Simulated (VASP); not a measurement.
Input of a VASP 6.6.1 run:

Contents of POSCAR:

```
GaP
1.0
    0.0000000000      2.7183580499      2.7183580499
    2.7183580499      0.0000000000      2.7183580499
    2.7183580499      2.7183580499      0.0000000000
Ga P
1 1
Direct
    0.0000000000      0.0000000000      0.0000000000
    0.2500000000      0.2500000000      0.2500000000
```

INCAR.step1

```
  ALGO = Normal
  EDIFF = 1E-5
  ENCUT = 550
  GGA = PE
  GGA_COMPAT = False
  ISMEAR = -1
  LASPH = True
  LCHARG = False
  LREAL = False
  LWAVE = True
  NBANDS = 16
  NELM = 120
  PREC = Accurate
  SIGMA = 0.03
```

File INCAR.step2:

```
  ALGO = Normal
  BPARAM = 11.95
  CPARAM = 0.0093
  EDIFF = 1E-6
  ENCUT = 550
  GGA_COMPAT = False
  ISIF = 2
  ISMEAR = -1
  ISTART = 1
  IVDW_NL = 2
  LASPH = True
  LCHARG = True
  LELF = True
  LMIXTAU = True
  LREAL = False
  LUSE_VDW = True
  LVHAR = True
  LWAVE = False
  METAGGA = R2SCAN
  NBANDS = 16
  NELM = 120
  PREC = Accurate
  SIGMA = 0.03
```

KPOINTS

```
k-points
0
Gamma
  8 8 8
```

Potentials or basis: VASP PAW PBE potentials, release 64 (Ga_d, P).

Run with:

```console
$ cat potpaw_PBE.64/Ga_d/POTCAR potpaw_PBE.64/P/POTCAR > POTCAR
$ cp INCAR.step1 INCAR
$ mpirun -np 1 vasp_std > vasp.out
$ cp INCAR.step2 INCAR
$ mpirun -np 1 vasp_std > vasp.out
```

(1) Predict the band gap on the k mesh.

(2) Estimate the pressure.

Answers

(1) 1.84 eV, indirect (least direct gap 2.39 eV).

(2) -0.1 GPa.

Caveat: the PAW data sets were made with another functional, which shifts forces and pressure a little.
